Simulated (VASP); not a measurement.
**Ga2Cl: single point with PBE**

The system is Ga2Cl.

```xyz
3
Lattice="0.0000 3.5393 3.5393 3.5393 0.0000 3.5393 3.5393 3.5393 0.0000" Properties=species:S:1:pos:R:3 pbc="T T T"
Ga    1.7697    1.7697    1.7697
Ga    5.3090    5.3090    5.3090
Cl    0.0000    0.0000    0.0000
```

```yaml
Program: VASP 6.6.1
Task: single point
Functional: PBE
Potentials_or_basis: VASP PAW PBE potentials, release 64 (Ga_d, Cl)
Cutoff: 520 eV
k_mesh: 12 × 12 × 12
Occupations: gaussian, width 0.1 eV
Spin: no spin polarisation
Dipole_correction: no
Further_INCAR_settings: ALGO = Normal; EDIFF = 1e-06; NBANDS = 24
```

```
Pressure               : 0.0 GPa
Band gap on the k mesh : zero (an odd number of electrons rules out a gap without spin polarisation)
```

Levels at points of the mesh, in eV from the Fermi level:
```csv
k point,band 13,band 14,band 15,band 16,band 17,band 18,band 19,band 20
"(0.00, 0.00, 0.00)",-4.67,-4.67,-4.67,-3.30,0.14,0.14,0.14,4.04
"(0.50, 0.00, 0.00)",-5.63,-4.88,-4.88,-2.37,0.81,0.81,1.57,2.51
"(0.50, 0.50, 0.00)",-5.25,-5.25,-4.90,-2.24,-1.57,1.39,1.39,4.39
```

Run time: 82 s on 1 thread of Intel(R) Xeon(R) 6975P-C (Granite Rapids) (shared host), peak memory 0.31 GiB.

Caveat: an odd number of electrons without spin polarisation forces a metal; a magnetic or distorted state may lie lower.
